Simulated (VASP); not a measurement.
Input of a VASP 6.6.1 run:

File INCAR:

```
SYSTEM = Cu
  PREC = Accurate
  ENCUT = 520
  EDIFF = 1E-6
  ISMEAR = 0
  SIGMA = 0.1
  LREAL = .FALSE.
  LASPH = .TRUE.
  NELM = 100
  ALGO = Normal
  ISIF = 2
  LWAVE = .FALSE.
  LCHARG = .TRUE.
  GGA = PE
  LELF = .TRUE.
  LVHAR = .TRUE.
  NBANDS = 18
```

Contents of KPOINTS:

```
Automatic mesh
0
G
  18 18 18
  0 0 0
```

The input POSCAR:

```
Cu
1.0
    0.0000000000      2.6757188199      2.6757188199
    2.6757188199      0.0000000000      2.6757188199
    2.6757188199      2.6757188199      0.0000000000
Cu
2
Direct
    0.0000000000      0.0000000000      0.0000000000
    0.2500000000      0.2500000000      0.2500000000
```

Potentials or basis: VASP PAW PBE potentials, release 64 (Cu).

Run with:

```bash
$ cat potpaw_PBE.64/Cu/POTCAR > POTCAR
$ mpirun -np 1 vasp_std > vasp.out
```

Problem. Estimate the band gap on the k mesh.

Solution. Zero (band 11 reaches 3.36 eV, above the bottom of band 12 at 2.39 eV).

Problem. Predict the pressure.

Solution. 0.0 GPa.
